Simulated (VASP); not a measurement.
# Ga2O3 (C2/m) in VASP: single point with r2SCAN+rVV10

Aim: the single point of Ga2O3 with r2SCAN+rVV10.

All numbers are computed with VASP 6.6.1; they aren't measurements. Logs are shortened: lines on timing, memory, paths and dates and some standing lists are left out, and cuts for length are marked.

### Step 1. The cell of the first run

It takes space group C2/m (No. 12, monoclinic). Conventional cell: a = 12.214 Å, b = 3.037 Å, c = 5.798 Å, α = 90.00°, β = 103.83°, γ = 90.00°. Within 2.4 Å of Ga (site symmetry m) lie 4 O at 1.83 to 1.86 Å. Ga (site symmetry m) has 6 O at 1.94 to 2.07 Å within 2.6 Å. O (site symmetry m) has 3 Ga at 1.83 to 1.94 Å within 2.4 Å. O (site symmetry m) has 4 Ga at 1.86 to 2.07 Å within 2.5 Å. Within 2.4 Å of O (site symmetry m) lie 3 Ga at 1.83 to 1.94 Å.

### Step 2. Single point, r2SCAN+rVV10

POSCAR reads:

```
Ga2O3
1.0
    6.1070000000     -1.5185500000      0.0000000000
    6.1070000000      1.5185500000      0.0000000000
   -1.3859889000      0.0000000000      5.6300087400
Ga O
4 6
Direct
    0.0905000000      0.0905000000      0.7946000000
    0.9095000000      0.9095000000      0.2054000000
    0.6586600000      0.6586600000      0.3140200000
    0.3413400000      0.3413400000      0.6859800000
    0.1645000000      0.1645000000      0.1098000000
    0.8355000000      0.8355000000      0.8902000000
    0.1733000000      0.1733000000      0.5632000000
    0.8267000000      0.8267000000      0.4368000000
    0.4959000000      0.4959000000      0.2566000000
    0.5041000000      0.5041000000      0.7434000000
```

INCAR.step1 reads:

```
ALGO = Normal ; EDIFF = 1E-4
ENCUT = 520 ; GGA = PE
ISMEAR = 0 ; LASPH = T
LCHARG = F ; LREAL = F
LWAVE = T ; NBANDS = 55
NELM = 100 ; PREC = Accurate
SIGMA = 0.1
```

INCAR.step2 reads:

```
ALGO = Normal ; BPARAM = 11.95
CPARAM = 0.0093 ; EDIFF = 1E-6
ENCUT = 520 ; ISIF = 2
ISMEAR = 0 ; ISTART = 1
IVDW_NL = 2 ; LASPH = T
LCHARG = T ; LELF = T
LMIXTAU = T ; LREAL = F
LUSE_VDW = T ; LVHAR = T
LWAVE = F ; METAGGA = R2SCAN
NBANDS = 55 ; NELM = 100
PREC = Accurate ; SIGMA = 0.1
```

KPOINTS reads:

```
k-points
0
Gamma
  6 6 4
```

Potentials or basis: VASP PAW PBE potentials, release 64 (Ga_d, O).

On the command line:

```bash
$ cat potpaw_PBE.64/Ga_d/POTCAR potpaw_PBE.64/O/POTCAR > POTCAR
$ cp INCAR.step1 INCAR
$ mpirun -np 1 vasp_std > vasp.out
$ cp INCAR.step2 INCAR
$ mpirun -np 1 vasp_std > vasp.out
```

OUTCAR:

```text
BPARAM = 11.95
   EDIFF = 1E-6
   ENCUT = 520
   ISIF = 2
   ISMEAR = 0
   ISTART = 1
   IVDW_NL = 2
   LASPH = T
   LREAL = F
   METAGGA = R2SCAN
   NELM = 100
   PREC = Accurate

 ion  position               nearest neighbor table
   1  0.090  0.090  0.795-  10 1.83  10 1.83   5 1.83   7 1.86
   2  0.910  0.910  0.205-   9 1.83   9 1.83   6 1.83   8 1.86
   3  0.659  0.659  0.314-   9 1.94   5 1.94   5 1.94   8 2.01   7 2.07   7 2.07
   4  0.341  0.341  0.686-  10 1.94   6 1.94   6 1.94   7 2.01   8 2.07   8 2.07
   5  0.164  0.164  0.110-   1 1.83   3 1.94   3 1.94
   6  0.836  0.836  0.890-   2 1.83   4 1.94   4 1.94
   7  0.173  0.173  0.563-   1 1.86   4 2.01   3 2.07   3 2.07
   8  0.827  0.827  0.437-   2 1.86   3 2.01   4 2.07   4 2.07
   9  0.496  0.496  0.257-   2 1.83   2 1.83   3 1.94
  10  0.504  0.504  0.743-   1 1.83   1 1.83   4 1.94

  LATTYP: Found a base centered monoclinic cell.
 ALAT       =    12.2140000000
 B/A-ratio  =     0.2486572785
 C/A-ratio  =     0.4747093502
 COS(beta)  =    -0.2390419102

  Lattice vectors:

 A1 = (   6.1070000000,  -1.5185500000,   0.0000000000)
 A2 = (   6.1070000000,   1.5185500000,   0.0000000000)
 A3 = (  -1.3859889000,   0.0000000000,   5.6300087400)

Analysis of symmetry for initial positions (statically):
=====================================================================
 Subroutine PRICEL returns:
 Original cell was already a primitive cell.

 Routine SETGRP: Setting up the symmetry group for a
 base centered monoclinic supercell.

 Subroutine GETGRP returns: Found  4 space group operations
 (whereof  4 operations were pure point group operations)
 out of a pool of  4 trial point group operations.

The static configuration has the point symmetry C_2h.

Analysis of symmetry for dynamics (positions and initial velocities):
=====================================================================
 Subroutine PRICEL returns:
 Original cell was already a primitive cell.

 Routine SETGRP: Setting up the symmetry group for a
 base centered monoclinic supercell.

 Subroutine GETGRP returns: Found  4 space group operations
 (whereof  4 operations were pure point group operations)
 out of a pool of  4 trial point group operations.

The dynamic configuration has the point symmetry C_2h.

 Subroutine INISYM returns: Found  4 space group operations
 (whereof  4 operations are pure point group operations),
 and found     1 'primitive' translations

----------------------------------------------------------------------------------------

                                     Primitive cell

  volume of cell :     104.4230

  direct lattice vectors                    reciprocal lattice vectors
     6.107000000 -1.518550000  0.000000000     0.081873260 -0.329261467  0.020155462
     6.107000000  1.518550000  0.000000000     0.081873260  0.329261467  0.020155462
    -1.385988900  0.000000000  5.630008740     0.000000000  0.000000000  0.177619618

  length of vectors
     6.292967750  6.292967750  5.798100003     0.339886138  0.339886138  0.177619618

  position of ions in fractional coordinates (direct lattice)
     0.090500000  0.090500000  0.794600000
     0.909500000  0.909500000  0.205400000
     0.658660000  0.658660000  0.314020000
     0.341340000  0.341340000  0.685980000
     0.164500000  0.164500000  0.109800000
     0.835500000  0.835500000  0.890200000
     0.173300000  0.173300000  0.563200000
     0.826700000  0.826700000  0.436800000
     0.495900000  0.495900000  0.256600000
     0.504100000  0.504100000  0.743400000

  ion indices of the primitive-cell ions
   primitive index   ion index
                 1           1
                 2           2
                 3           3
                 4           4
                 5           5
                 6           6
                 7           7
                 8           8
                 9           9
                10          10

----------------------------------------------------------------------------------------

 KPOINTS: k-points

Automatic generation of k-mesh.
 Grid dimensions read from file:
 generate k-points for:    6    6    4

 Generating k-lattice:

  Cartesian coordinates                     Fractional coordinates (reciprocal lattice)
     0.013645543 -0.054876911  0.003359244     0.166666667 -0.000000000  0.000000000
     0.013645543  0.054876911  0.003359244    -0.000000000  0.166666667  0.000000000
     0.000000000  0.000000000  0.044404904     0.000000000  0.000000000  0.250000000

  Length of vectors
     0.056647690  0.056647690  0.044404904

  Shift w.r.t. Gamma in fractional coordinates (k-lattice)
     0.000000000  0.000000000  0.000000000

 Subroutine IBZKPT returns following result:
 ===========================================

 Found     47 irreducible k-points:

 Following reciprocal coordinates:
            Coordinates               Weight
  0.000000  0.000000  0.000000      1.000000
  0.166667  0.000000  0.000000      4.000000
  0.333333  0.000000  0.000000      4.000000
  0.500000  0.000000 -0.000000      2.000000
  0.166667  0.166667  0.000000      2.000000
  0.333333  0.166667 -0.000000      4.000000
[... 16 lines left out ...]
 -0.333333  0.166667  0.250000      4.000000
 -0.166667  0.166667  0.250000      4.000000
 [... further k-points ...]
   k-points           NKPTS =     47   k-points in BZ     NKDIM =     47   number of bands    NBANDS=     55
   number of dos      NEDOS =    301   number of ions     NIONS =     10
   total plane-waves  NPLWV = 110592
   dimension x,y,z NGX =    48 NGY =   48 NGZ =   48
   dimension x,y,z NGXF=    96 NGYF=   96 NGZF=   96
   ions per type =               4   6
   NGX,Y,Z   is equivalent  to a cutoff of  12.68, 12.68, 13.76 a.u.
   NGXF,Y,Z  is equivalent  to a cutoff of  25.36, 25.36, 27.53 a.u.
 SYSTEM =  unknown system
   PREC   = accura    normal or accurate (medium, high low for compatibility)
   ISTART =      1    job   : 0-new  1-cont  2-samecut
   ICHARG =      0    charge: 1-file 2-atom 10-const
   ISPIN  =      1    spin polarized calculation?
   LNONCOLLINEAR =      F non collinear calculations
   LSORBIT =      F    spin-orbit coupling
   LASPH  =      T    aspherical Exc in radial PAW
   ENCUT  =  520.0 eV  38.22 Ry    6.18 a.u.  11.70 11.70 10.78*2*pi/ulx,y,z
   NELM   =    100;   NELMIN=  2; NELMDL=  0     # of ELM steps
   EDIFF  = 0.1E-05   stopping-criterion for ELM
   LREAL  =      F    real-space projection
   EDIFFG = 0.1E-04   stopping-criterion for IOM
   NSW    =      0    number of steps for IOM
   IBRION =     -1    ionic relax: 0-MD 1-quasi-New 2-CG
   NFREE  =      0    steps in history (QN), initial steepest desc. (CG)
   ISIF   =      2    stress and relaxation
   ISYM   =      2    0-nonsym 1-usesym 2-fastsym
   POTIM  = 0.5000    time-step for ionic-motion
   TEBEG  =    0.0;   TEEND  =   0.0 temperature during run
   PSTRESS=    0.0 pullay stress
   NELECT =      88.0000    total number of electrons
   NUPDOWN=      -1.0000    fix difference up-down
   EMIN   =  10.00;   EMAX   =-10.00  energy-range for DOS
   EFERMI =   0.00;   METHOD = LEGACY
   ISMEAR =     0;   SIGMA  =   0.10  broadening in eV -4-tet -1-fermi 0-gaus
   EFERMI_NEDOS =   21; number of points for ismear=-14 and -15
   IALGO  =     38    algorithm
   IMIX   =      4    mixing-type and parameters
     AMIX     =   0.40;   BMIX     =  1.00
     AMIX_MAG =   1.60;   BMIX_MAG =  1.00
  volume/ion in A,a.u.               =      10.44        70.47
  Fermi-wavevector in a.u.,A,eV,Ry     =   1.546335  2.922150 32.533613  2.391153
  Thomas-Fermi vector in A             =   2.651586
   LORBIT       =      0    0 simple, 1 ext, 2 COOP (PROOUT), +10 PAW based schemes
   METAGGA = R2SCAN    functional components
   LHFCALC =     F    Hartree Fock is set to
   AEXX    =    0.0000 exact exchange contribution
   IVDW_NL    =     2    kernel type
   BPARAM     =11.9500
   IVDW    =     0    specifies the selected vdW correction
   LEPSILON=     F    determine dielectric tensor
   LRPA    =     F    only Hartree local field effects (RPA)
 non-spin polarized calculation
 Gauss-broadening in eV      SIGMA  =   0.10
  energy-cutoff  :      520.00
  volume of cell :      104.42
 maximum number of plane-waves:      2846
   NGX = 23   NGY = 23   NGZ = 21

 number of electron      88.0000020 magnetization

 Free energy of the ion-electron system (eV)
  ---------------------------------------------------
  ext. energy  EPLUGINS =         0.00000000
  ---------------------------------------------------
  free energy    TOTEN  =       -99.89854404 eV

  energy without entropy =      -99.89854404  energy(sigma->0) =      -99.89854404

 E-fermi :   3.8650     XC(G=0): -12.6116

 val. band max:        3.4289752733   @ k =   0.5000   0.5000   0.5000
 cond. band min:       6.4714002839   @ k =   0.0000   0.0000   0.0000
 fundamental gap:      3.0424250106
 Fermi energy:         3.8649503593

 k-point     1 :       0.0000    0.0000    0.0000
  band No.  band energies     occupation
      1     -16.4257      2.00000
      2     -15.2764      2.00000
      3     -15.2470      2.00000
      4     -15.1003      2.00000
      5     -14.6562      2.00000
      6     -14.6340      2.00000
[... 47 lines left out ...]
     54      16.7858      0.00000
     55      17.0474      0.00000

 k-point     2 :       0.1667    0.0000    0.0000
  band No.  band energies     occupation
      1     -16.2177      2.00000
      2     -15.2408      2.00000
      3     -15.1956      2.00000
      4     -14.9847      2.00000
      5     -14.6537      2.00000
      6     -14.6296      2.00000
[... 47 lines left out ...]
     54      15.5110      0.00000
     55      15.5446      0.00000
[... 1216 lines left out ...]
     54      16.1438      0.00000
     55      16.5021      0.00000

 k-point    24 :      -0.1667    0.1667    0.2500
  band No.  band energies     occupation
      1     -15.6702      2.00000
      2     -15.1526      2.00000
      3     -15.0554      2.00000
      4     -14.8894      2.00000
      5     -14.6884      2.00000
      6     -14.6084      2.00000
[... 47 lines left out ...]
     54      15.4670      0.00000
     55      16.1661      0.00000

 [... further k-points ...]

------------------------ aborting loop because EDIFF is reached ----------------------------------------

  FORCE on cell =-STRESS in cart. coord.  units (eV):
  Direction    XX          YY          ZZ          XY          YZ          ZX
  --------------------------------------------------------------------------------------
  -------------------------------------------------------------------------------------
  Total        0.9925107      1.3152348      0.8899453      0.0000000      0.0000000     -0.0090514
  in kB       15.2282398     20.1798429     13.6545629      0.0000000      0.0000000     -0.1388768
  external PRESSURE =      16.3542152 kB  Pullay stress =       0.0000000 kB

 VOLUME and BASIS-vectors are now :
 -----------------------------------------------------------------------------
  energy-cutoff  :      520.00
  volume of cell :      104.42
      direct lattice vectors                 reciprocal lattice vectors
     6.107000000 -1.518550000  0.000000000     0.081873260 -0.329261467  0.020155462
     6.107000000  1.518550000  0.000000000     0.081873260  0.329261467  0.020155462
    -1.385988900  0.000000000  5.630008740     0.000000000  0.000000000  0.177619618

 POSITION                                       TOTAL-FORCE (eV/Angst)
 -----------------------------------------------------------------------------------
      0.00406      0.00000      4.47360         0.123372      0.000000      0.044836
     10.82395      0.00000      1.15640        -0.123372      0.000000     -0.044836
      7.60965      0.00000      1.76794         0.000444      0.000000      0.125914
      3.21837      0.00000      3.86207        -0.000444      0.000000     -0.125914
      1.85702      0.00000      0.61817         0.073681      0.000000     -0.072864
      8.97099      0.00000      5.01183        -0.073681      0.000000      0.072864
      1.33610      0.00000      3.17082         0.006295      0.000000     -0.061985
      9.49191      0.00000      2.45919        -0.006295      0.000000      0.061985
      5.70128      0.00000      1.44466         0.194437      0.000000      0.025118
      5.12673      0.00000      4.18535        -0.194437      0.000000     -0.025118
 -----------------------------------------------------------------------------------
    total drift:                                0.000000      0.000000      0.000000

  FREE ENERGIE OF THE ION-ELECTRON SYSTEM (eV)
  ---------------------------------------------------
  free  energy   TOTEN  =       -99.8985440425 eV

  energy  without entropy=      -99.8985440425  energy(sigma->0) =      -99.89854404
```

Wall time 18 min (1 thread of Intel Xeon Platinum 8559C (Emerald Rapids), shared host); peak memory 0.84 GiB.

What came out:

```yaml
Free_energy: -99.8985 eV
Pressure: 1.6 GPa
Largest_force: 0.196 eV/Å
Band_gap_on_the_k_mesh: 3.04 eV (least direct gap 3.06 eV)
```

Forces on the atoms (eV/Å):
```
Ga   0.123  0.000  0.045
Ga  -0.123  0.000 -0.045
Ga   0.000  0.000  0.126
Ga   0.000  0.000 -0.126
O    0.074  0.000 -0.073
O   -0.074  0.000  0.073
O    0.006  0.000 -0.062
O   -0.006  0.000  0.062
O    0.194  0.000  0.025
O   -0.194  0.000 -0.025
```

Caveat: the PAW data sets were made with another functional, which shifts forces and pressure a little. r2SCAN opens gaps a little over a GGA but as a rule still falls short of measured ones.
